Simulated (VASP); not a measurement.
## CoSi: single point with B3LYP

Crystal: CoSi.

```xyz
2
Lattice="2.7813 0.0000 0.0000 0.0000 2.7813 0.0000 0.0000 0.0000 2.7813" Properties=species:S:1:pos:R:3 pbc="T T T"
Co    0.0000    0.0000    0.0000
Si    1.3907    1.3907    1.3907
```

| Property | Result |
| --- | --- |
| Program | VASP 6.6.1 |
| Task | single point |
| Functional | B3LYP |
| Potentials or basis | VASP PAW PBE potentials, release 64 (Co, Si) |
| Cutoff | 520 eV |
| k mesh | 5 × 5 × 5 |
| Occupations | fermi-dirac, width 0.05 eV |
| Spin | collinear spin, ferromagnetic start |
| Starting moments | [2.0, 0.0] μB |
| Dipole correction | no |
| Grid for exact exchange (PRECFOCK) | Normal |
| Further INCAR settings | ALGO = Normal; EDIFF = 1e-06; NBANDS = 18 |

The pressure is 5.6 GPa, the net moment is 0.87 μB per cell and the site moments are Co +0.92; Si +0.03 μB. The valence electrons inside the program's atomic spheres are Co 8.65; Si 1.62.

Levels at points of the mesh, in eV from the Fermi level:
Spin up:
```
           k point  band 4  band 5  band 6  band 7  band 8  band 9  band 10  band 11
(0.00, 0.00, 0.00)   -4.19   -4.19   -4.19    2.62    2.62    2.62     7.25     7.25
```
Spin down:
| k point | band 4 | band 5 | band 6 | band 7 | band 8 | band 9 |
| --- | --- | --- | --- | --- | --- | --- |
| (0.00, 0.00, 0.00) | -3.44 | -3.44 | -3.44 | 2.68 | 2.68 | 2.68 |

It took 10 min on 1 thread of Oxide Virtual Turin-like Processor, with other jobs on the host, peak memory 0.13 GiB.

Caveat: the k points lie up to 0.45 Å⁻¹ apart; the PAW data sets were made with another functional, which shifts forces and pressure a little.
